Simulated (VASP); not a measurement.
A run of VASP 6.6.1 is set up as follows.

The input INCAR:

```
ALGO = Normal
EDIFF = 1E-6
EDIFFG = -0.03
ENCUT = 600
GGA = PE
IBRION = 2
ISIF = 3
ISMEAR = -1
IVDW = 12
LASPH = T
LCHARG = F
LREAL = F
LWAVE = F
NELM = 60
NSW = 80
PREC = Accurate
SIGMA = 0.05
```

Contents of KPOINTS:

```
k-points
0
Gamma
  11 11 11
```

POSCAR

```
TaN
1.0
    0.0000000000      2.1790000000      2.1790000000
    2.1790000000      0.0000000000      2.1790000000
    2.1790000000      2.1790000000      0.0000000000
Ta N
1 1
Direct
    0.5000000000      0.5000000000      0.5000000000
    0.0000000000      0.0000000000      0.0000000000
```

Potentials or basis: VASP PAW PBE potentials, release 64 (Ta_pv, N).

Run with:

```bash
$ cat potpaw_PBE.64/Ta_pv/POTCAR potpaw_PBE.64/N/POTCAR > POTCAR
$ mpirun -np 1 vasp_std > vasp.out
```

(1) Predict the space group after relaxing (to 0.05 Å).

(2) Predict the band gap on the k mesh.

(3) Predict the relaxed cell.

(4) Estimate the relaxed volume.

Answers

(1) Fm-3m (No. 225).

(2) zero (band 8 reaches 11.31 eV, above the bottom of band 9 at 7.49 eV).

(3) a = 3.103 Å, b = 3.103 Å, c = 3.103 Å, α = 60.00°, β = 60.00°, γ = 60.00°.

(4) 10.57 Å³/atom.

Caveat: spin-orbit coupling is left out, which moves the levels of the heavy elements; pairwise dispersion overbinds metals, which lowers pressure and volume.
